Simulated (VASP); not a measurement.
# O in VASP: notebook

O is run at these levels: PBE+D3(BJ); tasks: single point.

Everything below comes from runs of VASP 6.6.1. Logs are shortened: lines on timing, memory, paths and dates and some standing lists are left out, and cuts for length are marked.

## Step 1: The cell of the first run

The cell holds a disordered packing, 16 atoms: a = 7.877 Å, b = 7.877 Å, c = 7.877 Å, α = 90.00°, β = 90.00°, γ = 90.00°.

## Step 2: Single point, PBE+D3(BJ), collinear spin, ferromagnetic start

INCAR reads:

```
  ALGO = Normal
  EDIFF = 1E-6
  ENCUT = 1000
  GGA = PE
  GGA_COMPAT = F
  ISIF = 2
  ISMEAR = -1
  ISPIN = 2
  IVDW = 12
  LASPH = T
  LCHARG = T
  LELF = T
  LORBIT = 11
  LREAL = Auto
  LVHAR = T
  LWAVE = F
  MAGMOM = 1 1 1 1 1 1 1 1 1 1 1 1 1 1 1 1
  NBANDS = 66
  NELM = 200
  PREC = Accurate
  SIGMA = 0.02
```

KPOINTS reads:

```
k-points
0
Gamma
  1 1 1
```

POSCAR reads:

```
O
1.0
    7.8772940000      0.0000000000      0.0000000000
    0.0000000000      7.8772940000      0.0000000000
    0.0000000000      0.0000000000      7.8772940000
O
16
Direct
   -0.0109809282      0.4890384947      1.0350635637
   -0.0046843497      0.6362210170      0.9865570588
    0.4568573929      0.2618538803      0.2494384493
    0.3932822616      0.3700763232      0.1517272302
    0.1204728426      0.1687381479      0.6881804843
    0.1773832486      0.0311528299      0.6416035761
   -0.0199814810      0.7084920278      0.3233343836
    0.0647430450      0.8323543593      0.3290850894
    0.7618098296      0.0825029509      0.9699777614
    0.8416215010      0.1274676304      0.8488067095
    0.4742745415      0.9248607453      1.0158691551
    0.4568446982      0.8726219943      0.8731424776
    0.7455605948      0.1056073317      0.4302238814
    0.8868273801      0.1332818097      0.3807017994
    0.3662932982      0.7851046311      0.3229662369
    0.3938027450      0.6763617049      0.4323565935
```

Potentials or basis: VASP PAW PBE potentials, release 64 (O_h).

Launch:

```sh
cat potpaw_PBE.64/O_h/POTCAR > POTCAR
mpirun -np 1 vasp_gam > vasp.out
```

OUTCAR:

```text
EDIFF = 1E-6
   ENCUT = 1000
   GGA = PE
   ISIF = 2
   ISMEAR = -1
   ISPIN = 2
   IVDW = 12
   LASPH = T
   LORBIT = 11
   LREAL = Auto
   NELM = 200
   PREC = Accurate
 IVDW          = 12

 ion  position               nearest neighbor table
   1  0.989  0.489  0.035-   2 1.22
   2  0.995  0.636  0.987-   1 1.22
   3  0.457  0.262  0.249-   4 1.25
   4  0.393  0.370  0.152-   3 1.25
   5  0.120  0.169  0.688-   6 1.23
   6  0.177  0.031  0.642-   5 1.23
[... 8 lines left out ...]
  15  0.366  0.785  0.323-  16 1.23
  16  0.394  0.676  0.432-  15 1.23

  LATTYP: Found a simple cubic cell.
 ALAT       =     7.8772940000

  Lattice vectors:

 A1 = (   7.8772940000,   0.0000000000,   0.0000000000)
 A2 = (   0.0000000000,   7.8772940000,   0.0000000000)
 A3 = (   0.0000000000,   0.0000000000,   7.8772940000)

Analysis of symmetry for initial positions (statically):
=====================================================================
 Subroutine PRICEL returns:
 Original cell was already a primitive cell.

 Routine SETGRP: Setting up the symmetry group for a
 simple cubic supercell.

 Subroutine GETGRP returns: Found  1 space group operations
 (whereof  1 operations were pure point group operations)
 out of a pool of 48 trial point group operations.

The static configuration has the point symmetry C_1 .

Analysis of symmetry for dynamics (positions and initial velocities):
=====================================================================
 Subroutine PRICEL returns:
 Original cell was already a primitive cell.

 Routine SETGRP: Setting up the symmetry group for a
 simple cubic supercell.

 Subroutine GETGRP returns: Found  1 space group operations
 (whereof  1 operations were pure point group operations)
 out of a pool of 48 trial point group operations.

The dynamic configuration has the point symmetry C_1 .

Analysis of structural, dynamic, and magnetic symmetry:
=====================================================================
 Subroutine PRICEL returns:
 Original cell was already a primitive cell.

 Routine SETGRP: Setting up the symmetry group for a
 simple cubic supercell.

 Subroutine GETGRP returns: Found  1 space group operations
 (whereof  1 operations were pure point group operations)
 out of a pool of 48 trial point group operations.

The overall configuration has the point symmetry C_1 .

 Subroutine INISYM returns: Found  1 space group operations
 (whereof  1 operations are pure point group operations),
 and found     1 'primitive' translations

----------------------------------------------------------------------------------------

                                     Primitive cell

  volume of cell :     488.8000

  direct lattice vectors                    reciprocal lattice vectors
     7.877294000  0.000000000  0.000000000     0.126947147  0.000000000  0.000000000
     0.000000000  7.877294000  0.000000000     0.000000000  0.126947147  0.000000000
     0.000000000  0.000000000  7.877294000     0.000000000  0.000000000  0.126947147

  length of vectors
     7.877294000  7.877294000  7.877294000     0.126947147  0.126947147  0.126947147

  position of ions in fractional coordinates (direct lattice)
     0.989019072  0.489038495  0.035063564
     0.995315650  0.636221017  0.986557059
     0.456857393  0.261853880  0.249438449
     0.393282262  0.370076323  0.151727230
     0.120472843  0.168738148  0.688180484
     0.177383249  0.031152830  0.641603576
[... 8 lines left out ...]
     0.366293298  0.785104631  0.322966237
     0.393802745  0.676361705  0.432356594

  ion indices of the primitive-cell ions
   primitive index   ion index
                 1           1
                 2           2
                 3           3
                 4           4
                 5           5
                 6           6
[... 8 lines left out ...]
                15          15
                16          16

----------------------------------------------------------------------------------------

 KPOINTS: k-points

Automatic generation of k-mesh.
 Grid dimensions read from file:
 generate k-points for:    1    1    1

 Generating k-lattice:

  Cartesian coordinates                     Fractional coordinates (reciprocal lattice)
     0.126947147  0.000000000  0.000000000     1.000000000  0.000000000  0.000000000
     0.000000000  0.126947147  0.000000000     0.000000000  1.000000000  0.000000000
     0.000000000  0.000000000  0.126947147     0.000000000  0.000000000  1.000000000

  Length of vectors
     0.126947147  0.126947147  0.126947147

  Shift w.r.t. Gamma in fractional coordinates (k-lattice)
     0.000000000  0.000000000  0.000000000

 Subroutine IBZKPT returns following result:
 ===========================================

 Found      1 irreducible k-points:

 Following reciprocal coordinates:
            Coordinates               Weight
  0.000000  0.000000  0.000000      1.000000
   k-points           NKPTS =      1   k-points in BZ     NKDIM =      1   number of bands    NBANDS=     66
   number of dos      NEDOS =    301   number of ions     NIONS =     16
   total plane-waves  NPLWV = 592704
   dimension x,y,z NGX =    84 NGY =   84 NGZ =   84
   dimension x,y,z NGXF=   168 NGYF=  168 NGZF=  168
   ions per type =              16
   NGX,Y,Z   is equivalent  to a cutoff of  17.73, 17.73, 17.73 a.u.
   NGXF,Y,Z  is equivalent  to a cutoff of  35.46, 35.46, 35.46 a.u.
 SYSTEM =  unknown system
   PREC   = accura    normal or accurate (medium, high low for compatibility)
   ISTART =      0    job   : 0-new  1-cont  2-samecut
   ICHARG =      2    charge: 1-file 2-atom 10-const
   ISPIN  =      2    spin polarized calculation?
   LNONCOLLINEAR =      F non collinear calculations
   LSORBIT =      F    spin-orbit coupling
   LASPH  =      T    aspherical Exc in radial PAW
   ENCUT  = 1000.0 eV  73.50 Ry    8.57 a.u.  20.31 20.31 20.31*2*pi/ulx,y,z
   NELM   =    200;   NELMIN=  2; NELMDL= -5     # of ELM steps
   EDIFF  = 0.1E-05   stopping-criterion for ELM
   LREAL  =      T    real-space projection
   EDIFFG = 0.1E-04   stopping-criterion for IOM
   NSW    =      0    number of steps for IOM
   IBRION =     -1    ionic relax: 0-MD 1-quasi-New 2-CG
   NFREE  =      0    steps in history (QN), initial steepest desc. (CG)
   ISIF   =      2    stress and relaxation
   ISYM   =      2    0-nonsym 1-usesym 2-fastsym
   POTIM  = 0.5000    time-step for ionic-motion
   TEBEG  =    0.0;   TEEND  =   0.0 temperature during run
   PSTRESS=    0.0 pullay stress
   NELECT =      96.0000    total number of electrons
   NUPDOWN=      -1.0000    fix difference up-down
   EMIN   =  10.00;   EMAX   =-10.00  energy-range for DOS
   EFERMI =   0.00;   METHOD = LEGACY
   ISMEAR =    -1;   SIGMA  =   0.02  broadening in eV -4-tet -1-fermi 0-gaus
   EFERMI_NEDOS =   21; number of points for ismear=-14 and -15
   IALGO  =     38    algorithm
   IMIX   =      4    mixing-type and parameters
     AMIX     =   0.40;   BMIX     =  1.00
     AMIX_MAG =   1.60;   BMIX_MAG =  1.00
  volume/ion in A,a.u.               =      30.55       206.16
  Fermi-wavevector in a.u.,A,eV,Ry     =   0.951601  1.798265 12.320678  0.905544
  Thomas-Fermi vector in A             =   2.080086
   LORBIT       =     11    0 simple, 1 ext, 2 COOP (PROOUT), +10 PAW based schemes
   GGA     = PE    functional components
   LHFCALC =     F    Hartree Fock is set to
   AEXX    =    0.0000 exact exchange contribution
   IVDW    =    12    specifies the selected vdW correction
   LEPSILON=     F    determine dielectric tensor
   LRPA    =     F    only Hartree local field effects (RPA)
 spin polarized calculation
  energy-cutoff  :     1000.00
  volume of cell :      488.80
 maximum number of plane-waves:     17517
 NGX is ok and might be reduce to    84
   NGX = 41   NGY = 41   NGZ = 41

 number of electron      96.0000001 magnetization      16.0000001

 Free energy of the ion-electron system (eV)
  ---------------------------------------------------
  ext. energy  EPLUGINS =         0.00000000
  ---------------------------------------------------
  free energy    TOTEN  =       -79.89559972 eV

  energy without entropy =      -79.89559972  energy(sigma->0) =      -79.89559972

 E-fermi :  -3.0743     XC(G=0):  -5.1484

 val. band max:       -3.5890142870   @ k =   0.0000   0.0000   0.0000
 cond. band min:      -2.3046369626   @ k =   0.0000   0.0000   0.0000
 fundamental gap:      1.2843773244
 Fermi energy:        -3.0742597202

 spin component 1

 k-point     1 :       0.0000    0.0000    0.0000
  band No.  band energies     occupation
      1     -30.8402      1.00000
      2     -30.5892      1.00000
      3     -30.4795      1.00000
      4     -30.3496      1.00000
      5     -30.0678      1.00000
      6     -29.8422      1.00000
[... 52 lines left out ...]
     59       3.1986      0.00000
     60       3.3214      0.00000
 Fermi energy:        -3.0742597202

 spin component 2

 k-point     1 :       0.0000    0.0000    0.0000
  band No.  band energies     occupation
      1     -29.6783      1.00000
      2     -29.4167      1.00000
      3     -29.3071      1.00000
      4     -29.1703      1.00000
      5     -28.8763      1.00000
      6     -28.6430      1.00000
[... 52 lines left out ...]
     59       3.5931      0.00000
     60       3.7468      0.00000
 [bands above 60 left out]

------------------------ aborting loop because EDIFF is reached ----------------------------------------

 Edisp (eV)   -0.38810

 E8    (eV) :    -0.0898

  FORCE on cell =-STRESS in cart. coord.  units (eV):
  Direction    XX          YY          ZZ          XY          YZ          ZX
  --------------------------------------------------------------------------------------
  -------------------------------------------------------------------------------------
  Total       5.73697     0.49161     2.01407     3.41270     1.58045    -2.36029
  in kB      18.80451     1.61140     6.60166    11.18607     5.18035    -7.73651
  external pressure =        9.01 kB  Pullay stress =        0.00 kB

 VOLUME and BASIS-vectors are now :
 -----------------------------------------------------------------------------
  energy-cutoff  :     1000.00
  volume of cell :      488.80
      direct lattice vectors                 reciprocal lattice vectors
     7.877294000  0.000000000  0.000000000     0.126947147  0.000000000  0.000000000
     0.000000000  7.877294000  0.000000000     0.000000000  0.126947147  0.000000000
     0.000000000  0.000000000  7.877294000     0.000000000  0.000000000  0.126947147

 POSITION                                       TOTAL-FORCE (eV/Angst)
 -----------------------------------------------------------------------------------
      7.79079      3.85230      0.27621         0.005415      0.175940     -0.143550
      7.84039      5.01170      7.77140         0.004499     -0.268447     -0.103004
      3.59880      2.06270      1.96490        -0.889251      1.484412     -1.320091
      3.09800      2.91520      1.19520         0.843706     -1.461520      1.297233
      0.94900      1.32920      5.42100         0.553295     -0.538276     -0.334631
      1.39730      0.24540      5.05410        -0.233914      0.618177      0.218759
[... 8 lines left out ...]
      2.88540      6.18450      2.54410         0.842911     -0.831344      0.752906
      3.10210      5.32790      3.40580        -0.141688      0.685963     -0.643666
 -----------------------------------------------------------------------------------
    total drift:                                0.000289     -0.004537      0.001788

  FREE ENERGIE OF THE ION-ELECTRON SYSTEM (eV)
  ---------------------------------------------------
  free  energy   TOTEN  =       -80.2836972729 eV

  energy  without entropy=      -80.2836972729  energy(sigma->0) =      -80.28369727

 total charge

# of ion       s       p       d       tot
------------------------------------------
    1        1.090   2.215   0.000   3.305
    2        1.090   2.216   0.000   3.306
    3        1.094   2.190   0.000   3.284
    4        1.093   2.192   0.000   3.285
    5        1.091   2.211   0.000   3.302
    6        1.091   2.211   0.000   3.301
[... 8 lines left out ...]
   15        1.094   2.207   0.000   3.300
   16        1.091   2.207   0.000   3.298
--------------------------------------------------
tot         17.435  35.557   0.000  52.991

 magnetization (x)

# of ion       s       p       d       tot
------------------------------------------
    1        0.014   0.608   0.000   0.622
    2        0.014   0.607   0.000   0.621
    3        0.014   0.611   0.000   0.625
    4        0.013   0.607   0.000   0.621
    5        0.014   0.612   0.000   0.625
    6        0.014   0.606   0.000   0.620
[... 8 lines left out ...]
   15        0.015   0.617   0.000   0.632
   16        0.013   0.602   0.000   0.615
--------------------------------------------------
tot          0.222   9.725   0.000   9.947
```

Wall time 3.3 min (1 thread of AMD EPYC 9R45 (Zen 5), shared host); peak memory 1.3 GiB.

What came out:

```yaml
Free_energy: -80.2837 eV
Pressure: 0.9 GPa
Largest_force: 2.938 eV/Å
Net_moment: 16.00 μB per cell
Site_moments: O +0.62, +0.61, +0.63 (each value once) μB
Valence_electrons_inside_the_program's_atomic_spheres: O 3.31, 3.28, 3.29, 3.30, 3.34, 3.33, 3.32 (each value once)
Dispersion_energy_per_atom: -0.024 eV
```

Forces on the atoms (eV/Å):
```
O    0.005  0.176 -0.144
O    0.004 -0.268 -0.103
O   -0.889  1.484 -1.320
O    0.844 -1.462  1.297
O    0.553 -0.538 -0.335
O   -0.234  0.618  0.219
O   -1.732 -2.372  0.095
O    1.065  2.410  0.097
O   -0.734 -0.401  1.377
O    0.724  0.498 -1.250
O   -0.114  0.255  0.928
O   -0.107 -0.376 -0.970
O   -1.382 -0.305  0.513
O    1.295  0.425 -0.514
O    0.843 -0.831  0.753
O   -0.142  0.686 -0.644
```

Stress tensor (GPa, compression positive):
```
 1.88  1.12 -0.77
 1.12  0.16  0.52
-0.77  0.52  0.66
```

Levels at points of the mesh, in eV from the Fermi level:
Spin up:
```
           k point  band 53  band 54  band 55  band 56  band 57  band 58  band 59  band 60
(0.00, 0.00, 0.00)    -0.96    -0.81    -0.76    -0.51     4.60     6.16     6.27     6.40
```
Spin down:
```
           k point  band 36  band 37  band 38  band 39  band 40  band 41  band 42  band 43  band 44  band 45
(0.00, 0.00, 0.00)    -5.62    -5.60    -5.55    -5.48    -5.35     0.77     0.82     0.82     0.89     0.99
```

Caveat: the k points lie up to 0.80 Å⁻¹ apart; the atoms stand as in a frame of molecular dynamics.

(Part 1 of 2 ends here.)
